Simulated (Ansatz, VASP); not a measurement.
Ru: VASP beside Ansatz

```
CELL_PARAMETERS angstrom
-1.52704 1.52704 1.52704
1.52704 -1.52704 1.52704
1.52704 1.52704 -1.52704
ATOMIC_POSITIONS crystal
Ru 0.00000 0.00000 0.00000
```

Alike in both runs: functional PBE; k mesh 21 × 21 × 21; occupations fermi-dirac, width 0.08 eV; no spin polarisation.

Ansatz relaxed the structure, and its values are those at the end. VASP's run is a single point on that final structure, the one shown.

```csv
,VASP,Ansatz
version,VASP 6.6.1,Ansatz 0.2.0
potentials or method,"VASP PAW PBE potentials, release 64 (Ru_pv)","PAW with Ansatz's default frozen-core files, scalar-relativistic"
plane-wave cutoff (eV),520,420
valence electrons in the cell,14,16
```

|  | VASP | Ansatz | Ansatz less VASP |
| --- | --- | --- | --- |
| pressure (GPa) | -0.1 | 0.0 | +0.11 |

VASP's potentials hold 14 valence electrons a cell and Ansatz's 16, so a difference there can come from the potentials and not from the codes.
